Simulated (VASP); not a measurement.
Here is a VASP 6.6.1 calculation.

Contents of INCAR:

```
SYSTEM = Nb
PREC     = Accurate       ! precision mode
ENCUT    = 500            ! plane-wave cutoff, eV
EDIFF    = 1E-7           ! SCF threshold, eV
ISMEAR   = 0              ! smearing method
SIGMA    = 0.1            ! smearing width, eV
LREAL    = .False.        ! projectors in reciprocal space
LASPH    = .True.         ! aspherical terms in the spheres
NELM     = 120            ! most SCF steps
ALGO     = Normal         ! electronic algorithm
ISIF     = 3              ! what is computed and relaxed
LWAVE    = .False.        ! write WAVECAR
LCHARG   = .False.        ! write CHGCAR
GGA      = PS             ! functional
IBRION   = 2              ! ionic algorithm
NSW      = 90             ! ionic steps
EDIFFG   = -0.04          ! ionic threshold
GGA_COMPAT= .False.      
NELMIN   = 4
```

Contents of KPOINTS:

```
Automatic mesh
0
Gamma
  6 6 6
  0 0 0
```

Contents of POSCAR:

```
Nb
1.0
    4.9306821359      0.0000000000      0.0000000000
   -2.4653410680      4.2700959877      0.0000000000
    0.0000000000      0.0000000000      3.0227225268
Nb
3
Direct
    0.0000000000      0.0000000000      0.0000000000
    0.3333333333      0.6666666667      0.5000000000
    0.6666666667      0.3333333333      0.5000000000
```

Potentials or basis: VASP PAW PBE potentials, release 64 (Nb_sv).

Run with:

```bash
$ cat potpaw_PBE.64/Nb_sv/POTCAR > POTCAR
$ mpirun -np 1 vasp_std > vasp.out
```

Q: Estimate the relaxed cell.

A: a = 4.817 Å, b = 4.817 Å, c = 2.664 Å, α = 90.00°, β = 90.00°, γ = 120.00°.

Q: What does it give for the relaxed volume?

A: 17.84 Å³/atom.

Q: Predict the space group after relaxing (to 0.05 Å).

A: P6/mmm (No. 191).

Stress tensor (GPa, compression positive):
```
 0.04  0.00  0.00
 0.00  0.04  0.00
 0.00  0.00 -0.06
```

Caveat: the volume moved by over 15 % at a fixed basis, so the end points are rough; the PAW data sets were made with another functional, which shifts forces and pressure a little.
